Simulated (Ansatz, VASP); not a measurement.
Bi in VASP and in Ansatz

```
Bi
1.0
     3.49058    0.00000    0.00000
     0.00000    3.49058    0.00000
     0.00000    0.00000   23.40460
Bi
4
Cartesian
  0.8726 0.8726 8.1970
  2.6179 2.6179 10.4365
  0.8726 0.8726 12.9681
  2.6179 2.6179 15.2076
```

Alike in both runs: task single point; functional PBEsol; k mesh 11 × 11 × 1; occupations fermi-dirac, width 0.05 eV; no spin polarisation.

|  | VASP | Ansatz |
| --- | --- | --- |
| version | VASP 6.6.1 | Ansatz 0.2.0 |
| potentials or method | VASP PAW PBE potentials, release 64 (Bi_d) | PAW with Ansatz's default frozen-core files, scalar-relativistic |
| plane-wave cutoff (eV) | 520 | 420 |
| valence electrons in the cell | 60 | 60 |

```tsv
	VASP	Ansatz	Ansatz less VASP
rms of the force components (eV/Å)	0.005	0.004	-0.0010
```

VASP's potentials were made for PBE, not for PBEsol. Atom by atom the forces differ by 0.001 eV/Å (rms over components). The functional is the same, so the differences come from potentials, cutoffs and numerics. Ansatz's warnings: slab cell height set.

Neither program's run includes spin-orbit coupling.
